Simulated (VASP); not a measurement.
Set up this calculation in VASP 6.6.1, as the native input.

* Task: single point
* Functional: PBE
* Potentials or basis: VASP PAW PBE potentials, release 64 (Ca_sv, W_sv)
* Cutoff: 520 eV
* k mesh: 18 × 18 × 8
* Occupations: gaussian, width 0.1 eV
* Spin: no spin polarisation
* Dipole correction: no
* Further INCAR settings: ALGO = Fast; EDIFF = 1e-06; NBANDS = 26

The structure of CaW2 lies in POSCAR:

```
CaW2
1.0
    3.1898731610      0.0000000000      0.0000000000
   -1.5949365805      2.7625111923      0.0000000000
    0.0000000000      0.0000000000      7.2156745772
Ca W
1 2
Direct
    0.0000000000      0.0000000000      0.5000000000
    0.3333333333      0.6666666667      0.8796815088
    0.6666666667      0.3333333333      0.1203184912
```

The cell was generated, and may not be a known phase.

The input as run:

INCAR

```
PREC     = Accurate       # precision mode
ENCUT    = 520            # plane-wave cutoff, eV
EDIFF    = 1E-6           # SCF threshold, eV
ISMEAR   = 0              # smearing method
SIGMA    = 0.1            # smearing width, eV
LREAL    = False          # projectors in reciprocal space
LASPH    = True           # aspherical terms in the spheres
NELM     = 80             # most SCF steps
ALGO     = Fast           # electronic algorithm
ISIF     = 2              # what is computed and relaxed
LWAVE    = False          # write WAVECAR
LCHARG   = False          # write CHGCAR
GGA      = PE             # functional
NBANDS   = 26             # bands
```

KPOINTS

```
regular mesh
0
Gamma
  18 18 8
```

Potentials or basis: VASP PAW PBE potentials, release 64 (Ca_sv, W_sv).

Launch:

```console
$ cat potpaw_PBE.64/Ca_sv/POTCAR potpaw_PBE.64/W_sv/POTCAR > POTCAR
$ mpirun -np 1 vasp_std > vasp.out
```

Results of the run:

The pressure is 0.3 GPa, the largest force is 0.070 eV/Å and the band gap on the k mesh is zero (bands 19 and 20 overlap by 1.73 eV).

Caveat: spin-orbit coupling is left out, which moves the levels of the heavy elements.

It took 5.2 min on 1 thread of Intel(R) Xeon(R) Platinum 8488C (Sapphire Rapids), with other jobs on the host, peak memory 0.48 GiB.
